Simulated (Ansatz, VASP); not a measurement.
NbN2: VASP beside Ansatz

```
Nb N
1.0
     1.58231    0.91354    4.55800
    -1.58231    0.91354    4.55800
     0.00000   -1.82709    4.55800
Nb N
1 2
Direct
  0.00000 0.00000 0.00000
  0.74026 0.74026 0.74026
  0.25974 0.25974 0.25974
```

Alike in both runs: functional PBE; k mesh 6 × 6 × 6; occupations gaussian, width 0.1 eV; no spin polarisation.

Ansatz relaxed the structure, and its values are those at the end. VASP's run is a single point on that final structure, the one shown.

|  | VASP | Ansatz |
| --- | --- | --- |
| version | VASP 6.6.1 | Ansatz 0.2.0 |
| potentials or method | VASP PAW PBE potentials, release 64 (Nb_sv, N), cutoff 520 eV | scalar-relativistic, plane waves, PAW |
| valence electrons in the cell | 23 | 23 |

```tsv
	VASP	Ansatz	Ansatz less VASP
gap on the k mesh at the Fermi level (eV)	none	none	-
pressure (GPa)	-0.4	0.0	+0.35
rms of the force components (eV/Å)	0.011	0.005	-0.0063
```

A gap of «none» marks a metal or a gap that the smearing closes.

The k mesh is coarse, so the values compare programs but aren't converged.
